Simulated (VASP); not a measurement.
GaGe3, 4 atoms in the cell. The structure is cubic, space group Pm-3m (No. 221). The conventional cell has a = 4.278 Å, b = 4.278 Å, c = 4.278 Å, α = 90.00°, β = 90.00°, γ = 90.00°. Within 4.0 Å of Ga (site symmetry m-3m) lie 12 Ge at 3.03 Å. Ge (site symmetry 4/mmm) has 4 Ga at 3.03 Å and 8 Ge at 3.03 Å within 4.0 Å. 

```yaml
Program: VASP 6.6.1
Task: relaxation of cell and atoms
Functional: PBE
Potentials_or_basis: VASP PAW PBE potentials, release 64 (Ga_d, Ge_d)
Cutoff: 600 eV
k_mesh: 10 × 10 × 10
Occupations: fermi-dirac, width 0.1 eV
Spin: no spin polarisation
Dipole_correction: no
Further_INCAR_settings: ALGO = Normal; EDIFF = 1e-06; IBRION = 2; EDIFFG = -0.01; NSW = 80; ISIF = 3
```

Potentials or basis: VASP PAW PBE potentials, release 64 (Ga_d, Ge_d).

Command:

```bash
$ cat potpaw_PBE.64/Ga_d/POTCAR potpaw_PBE.64/Ge_d/POTCAR > POTCAR
$ mpirun -np 1 vasp_std > vasp.out
```

Hardware: 1 thread of Intel(R) Xeon(R) Platinum 8481C CPU @ 2.70GHz (Sapphire Rapids) (shared host).

Estimate the wall time of this run.

Wall time 89 s on 1 thread of Intel(R) Xeon(R) Platinum 8481C CPU @ 2.70GHz (Sapphire Rapids), on a shared host, peak memory 0.31 GiB. Counts: scf iterations 19, k points 56, ion steps 2.
